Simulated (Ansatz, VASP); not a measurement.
BaTiO3: VASP beside Ansatz

File INCAR:

```
SYSTEM = BaTiO3
PREC     = Accurate       ! precision mode
ENCUT    = 520            ! plane-wave cutoff, eV
EDIFF    = 1E-8           ! SCF threshold, eV
ISMEAR   = -1             ! smearing method
SIGMA    = 0.08           ! smearing width, eV
LREAL    = .False.        ! projectors in reciprocal space
LASPH    = .True.         ! aspherical terms in the spheres
NELM     = 100            ! most SCF steps
ALGO     = Normal         ! electronic algorithm
ISIF     = 2              ! what is computed and relaxed
LWAVE    = .False.        ! write WAVECAR
LCHARG   = .False.        ! write CHGCAR
GGA      = PE             ! functional
LEFG     = .True.       
NBANDS   = 28             ! bands
```

The input KPOINTS:

```
Automatic mesh
0
Gamma
  7 7 7
  0 0 0
```

The input POSCAR:

```
BaTiO3
1.0
    4.1197940000      0.0000000000      0.0000000000
    0.0000000000      4.1197940000      0.0000000000
    0.0000000000      0.0000000000      4.0180000000
Ba Ti O
1 1 3
Direct
    0.0000000000      0.0000000000      0.0000000000
    0.5000000000      0.5000000000      0.4820000000
    0.5000000000      0.5000000000      0.0160000000
    0.5000000000      0.0000000000      0.5150000000
    0.0000000000      0.5000000000      0.5150000000
```

Input for Ansatz:

```yaml
crystal:
  lattice:
    - [4.119794, 0.0, 0.0]
    - [0.0, 4.119794, 0.0]
    - [0.0, 0.0, 4.018]
  atoms:
    - { symbol: Ba, position: [0.0, 0.0, 0.0] }
    - { symbol: Ti, position: [0.5, 0.5, 0.482] }
    - { symbol: O, position: [0.5, 0.5, 0.016] }
    - { symbol: O, position: [0.5, 0.0, 0.515] }
    - { symbol: O, position: [0.0, 0.5, 0.515] }
kpoints:
  mp_grid: { grid: [7, 7, 7] }
scf:
  occupations: { method: fermi_dirac, width: 0.08 }
hamiltonian:
  xc: pbe
  pseudopotentials: { kind: all_electron, datasets: crystal }
output:
  forces: true
  stress: true
  eigenvalues: true
  efg: { contact_densities: true }
```

Change from the starting cell: equal xx and yy strain of +3 %, crystal datasets.

Alike in both runs: task electric field gradients; functional PBE; k mesh 7 × 7 × 7; occupations fermi-dirac, width 0.08 eV; no spin polarisation.

|  | VASP | Ansatz |
| --- | --- | --- |
| version | VASP 6.6.1 | Ansatz 0.2.0 |
| potentials or method | VASP PAW PBE potentials, release 64 (Ba_sv, Ti_sv, O), cutoff 520 eV | all-electron PAW with datasets made for the crystal, scalar-relativistic |

Ansatz gave:

- pressure (GPa): -6.0
- traceless stress, the component that is largest in VASP (GPa): 3.78
- rms of the force components (eV/Å): 0.145
- size of Vzz on the site where it differs most (V/Å²): 13.5

Task: What did VASP give for the same quantities?

Result: Pressure (GPa): -4.6; traceless stress, the component that is largest in VASP (GPa): 3.95; rms of the force components (eV/Å): 0.133; size of Vzz on the site where it differs most (V/Å²): 12.8.

Atom by atom the forces differ by 0.021 eV/Å (rms over components). Ansatz ran all-electron here, and VASP with PAW potentials. Ansatz's warnings: printed levels off.

Neither program's run includes spin-orbit coupling.
